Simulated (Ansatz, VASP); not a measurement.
**Sb in VASP and in Ansatz**

Contents of INCAR:

```
  ALGO = Normal
  EDIFF = 1E-7
  ENCUT = 520
  GGA = PS
  ISIF = 2
  ISMEAR = 0
  LASPH = T
  LCHARG = T
  LELF = T
  LREAL = F
  LVHAR = T
  LWAVE = F
  NBANDS = 12
  NELM = 60
  PREC = Accurate
  SIGMA = 0.15
```

File KPOINTS:

```
k-points
0
Gamma
  18 18 10
```

POSCAR

```
Sb
1.0
    3.3690001795      0.0000000000      0.0000000000
   -1.6845000898      2.9176397408      0.0000000000
    0.0000000000      0.0000000000      5.3300000000
Sb
2
Direct
    0.3333333333      0.6666666667      0.2500000000
    0.6666666667      0.3333333333      0.7500000000
```

Input for Ansatz:

```yaml
crystal:
  lattice:
    - [3.3690001795, 0.0, 0.0]
    - [-1.6845000898, 2.9176397408, 0.0]
    - [0.0, 0.0, 5.33]
  atoms:
    - { symbol: Sb, position: [0.3333333333, 0.6666666667, 0.25] }
    - { symbol: Sb, position: [0.6666666667, 0.3333333333, 0.75] }
basis:
  ecutwfc: 420
kpoints:
  mp_grid: { grid: [18, 18, 10] }
hamiltonian:
  xc: pbesol
scf:
  occupations: { method: gaussian, width: 0.15 }
output:
  forces: true
  stress: true
  eigenvalues: true
```

Alike in both runs: task single point; functional PBEsol; k mesh 18 × 18 × 10; occupations gaussian, width 0.15 eV; no spin polarisation.

|  | VASP | Ansatz |
| --- | --- | --- |
| version | VASP 6.6.1 | Ansatz 0.2.0 |
| potentials or method | VASP PAW PBE potentials, release 64 (Sb), cutoff 520 eV | scalar-relativistic, plane waves, PAW |
| valence electrons in the cell | 10 | 30 |

Ansatz gave:

| Property | Result |
| --- | --- |
| gap on the k mesh at the Fermi level (eV) | none |
| pressure (GPa) | -0.1 |
| traceless stress, the component that is largest in VASP (GPa) | 1.07 |

Q: What did VASP give for the same quantities?

A: gap on the k mesh at the Fermi level (eV): none; pressure (GPa): -0.1; traceless stress, the component that is largest in VASP (GPa): 1.08.

VASP's potentials were made for PBE, not for PBEsol. A gap of «none» marks a metal or a gap that the smearing closes. VASP's potentials hold 10 valence electrons a cell and Ansatz's 30, so a difference there can come from the potentials and not from the codes.

Spin-orbit coupling is off throughout.
